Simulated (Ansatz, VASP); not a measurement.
**One calculation of NaH, two programs**

The input POSCAR:

```
NaH
1.0
    0.0000000000      2.3732933312      2.3732933312
    2.3732933312      0.0000000000      2.3732933312
    2.3732933312      2.3732933312      0.0000000000
Na H
1 1
Direct
    0.0000000000      0.0000000000      0.0000000000
    0.5000000000      0.5000000000      0.5000000000
```

Contents of INCAR.step1:

```
  PREC = Accurate
  ENCUT = 520
  ISMEAR = 0
  SIGMA = 0.01
  LREAL = False
  LASPH = True
  NELM = 60
  NBANDS = 11
  GGA = PE
  ALGO = Normal
  EDIFF = 1E-4
  LWAVE = True
  LCHARG = False
```

Contents of INCAR.step2:

```
  PREC = Accurate
  ENCUT = 520
  EDIFF = 1E-6
  ISMEAR = 0
  SIGMA = 0.01
  LREAL = False
  LASPH = True
  NELM = 60
  ALGO = Normal
  ISIF = 2
  LWAVE = False
  LCHARG = False
  METAGGA = R2SCAN
  LMIXTAU = True
  NBANDS = 11
  ISTART = 1
```

File KPOINTS:

```
Automatic mesh
0
Gamma
  8 8 8
```

Input for Ansatz:

```yaml
crystal:
  lattice:
    - [0.0, 2.3732933312, 2.3732933312]
    - [2.3732933312, 0.0, 2.3732933312]
    - [2.3732933312, 2.3732933312, 0.0]
  atoms:
    - { symbol: Na, position: [0.0, 0.0, 0.0] }
    - { symbol: H, position: [0.5, 0.5, 0.5] }
kpoints:
  mp_grid: { grid: [8, 8, 8] }
hamiltonian:
  xc: r2scan
scf:
  occupations: { method: fixed }
  n_extra_bands: 4
output:
  forces: true
  stress: true
  eigenvalues: true
```

Alike in both runs: task single point; functional r2SCAN; k mesh 8 × 8 × 8; no spin polarisation.

```csv
,VASP,Ansatz
version,VASP 6.6.1,Ansatz 0.2.0
potentials or method,"VASP PAW PBE potentials, release 64 (Na_pv, H)","plane waves, PAW"
plane-wave cutoff (eV),520,500
occupations,"gaussian, width 0.01 eV",fixed
valence electrons in the cell,8,10
```

```csv
,VASP,Ansatz,Ansatz less VASP
gap on the k mesh at the Fermi level (eV),4.47,4.46,-0.011
pressure (GPa),0.6,0.8,+0.19
```

VASP's potentials were made for PBE, not for r2SCAN. VASP's potentials hold 8 valence electrons a cell and Ansatz's 10, so a difference there can come from the potentials and not from the codes.
